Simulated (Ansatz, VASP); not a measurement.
Two plane-wave programs on SiC

File INCAR:

```
SYSTEM = SiC
PREC = Accurate
ENCUT = 520
EDIFF = 1E-6
ISMEAR = 0
SIGMA = 0.01
LREAL = .False.
LASPH = .True.
NELM = 80
ALGO = Normal
ISIF = 2
LWAVE = .False.
LCHARG = .False.
GGA = PE
NBANDS = 26
```

File KPOINTS:

```
Automatic mesh
0
Gamma
  9 9 2
  0 0 0
```

File POSCAR:

```
SiC
1.0
    3.1547138411      0.0000000000      0.0000000000
   -1.5773569206      2.7320623281      0.0000000000
    0.0000000000      0.0000000000     10.3277245276
Si C
4 4
Direct
    0.0000000000      0.0000000000     -0.0001500102
    0.3333333333      0.6666666667      0.2499054348
    0.0000000000      0.0000000000      0.4998499898
    0.6666666667      0.3333333333      0.7499054348
    0.0000000000      0.0000000000      0.1873051250
    0.3333333333      0.6666666667      0.4379394504
    0.0000000000      0.0000000000      0.6873051250
    0.6666666667      0.3333333333      0.9379394504
```

Input for Ansatz:

```yaml
crystal:
  lattice:
    - [3.1547138411, 0.0, 0.0]
    - [-1.5773569206, 2.7320623281, 0.0]
    - [0.0, 0.0, 10.3277245276]
  atoms:
    - { symbol: Si, position: [0.0, 0.0, -0.0001500102] }
    - { symbol: Si, position: [0.3333333333, 0.6666666667, 0.2499054348] }
    - { symbol: Si, position: [0.0, 0.0, 0.4998499898] }
    - { symbol: Si, position: [0.6666666667, 0.3333333333, 0.7499054348] }
    - { symbol: C, position: [0.0, 0.0, 0.187305125] }
    - { symbol: C, position: [0.3333333333, 0.6666666667, 0.4379394504] }
    - { symbol: C, position: [0.0, 0.0, 0.687305125] }
    - { symbol: C, position: [0.6666666667, 0.3333333333, 0.9379394504] }
kpoints:
  mp_grid: { grid: [9, 9, 2] }
hamiltonian:
  xc: pbe
scf:
  occupations: { method: fixed }
  n_extra_bands: 6
output:
  forces: true
  stress: true
  eigenvalues: true
```

Alike in both runs: task single point; functional PBE; k mesh 9 × 9 × 2; no spin polarisation.

```csv
,VASP,Ansatz
version,VASP 6.6.1,Ansatz 0.2.0
potentials or method,"VASP PAW PBE potentials, release 64 (Si, C)","plane waves, PAW"
plane-wave cutoff (eV),520,420
occupations,"gaussian, width 0.01 eV",fixed
valence electrons in the cell,32,32
```

|  | VASP | Ansatz | Ansatz less VASP |
| --- | --- | --- | --- |
| gap on the k mesh at the Fermi level (eV) | 2.30 | 2.30 | 0.000 |
| pressure (GPa) | -11.1 | -11.0 | +0.03 |
| traceless stress, the component that is largest in VASP (GPa) | 0.11 | 0.11 | 0.000 |
| rms of the force components (eV/Å) | 0.007 | 0.007 | -0.0003 |

Atom by atom the forces differ by 0.000 eV/Å (rms over components).
